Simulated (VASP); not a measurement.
Set up this calculation in VASP 6.6.1, as the native input.

```yaml
Task: single point
Functional: PBE
Potentials_or_basis: VASP PAW PBE potentials, release 64 (Fe)
Cutoff: 520 eV
k_mesh: 10 × 10 × 10
Occupations: gaussian, width 0.15 eV
Spin: collinear spin, ferromagnetic start
Starting_moments: "[2.44] μB"
Dipole_correction: no
Further_INCAR_settings: ALGO = Normal; EDIFF = 1e-07; NBANDS = 14
```

The structure of Fe lies in POSCAR:

```
Fe
1.0
   -1.5715103435      1.4157750842      1.5148793401
    1.5715103435     -1.4157750842      1.5148793401
    1.5715103435      1.4157750842     -1.5148793401
Fe
1
Direct
    0.0000000000      0.0000000000      0.0000000000
```

This cell differs from its parent crystal: normal strain along x +0.1100, normal strain along z +0.0700.

These files were run (other wordings do the same):

INCAR

```
PREC = Accurate
ENCUT = 520
EDIFF = 1E-7
ISMEAR = 0
SIGMA = 0.15
LREAL = F
LASPH = T
NELM = 150
ALGO = Normal
ISIF = 2
LWAVE = F
LCHARG = F
ISPIN = 2
MAGMOM = 2.44
LORBIT = 11
LMAXMIX = 4
GGA = PE
NBANDS = 14
```

KPOINTS

```
Automatic mesh
0
Gamma
  10 10 10
```

Potentials or basis: VASP PAW PBE potentials, release 64 (Fe).

Run with:

```bash
$ cat potpaw_PBE.64/Fe/POTCAR > POTCAR
$ mpirun -np 1 vasp_std > vasp.out
```

It gave:

| Item | Value |
| --- | --- |
| Pressure | -16.8 GPa |
| Net moment | 2.67 μB per cell |
| Site moments | Fe +2.69 μB |
| Valence electrons inside the program's atomic spheres | Fe 6.97 |

Caveat: the cell differs from its parent crystal (normal strain along x +0.1100, normal strain along z +0.0700).

Run time: 41 s on 1 thread of Intel(R) Xeon(R) Platinum 8488C (Sapphire Rapids) (shared host), peak memory 0.17 GiB.
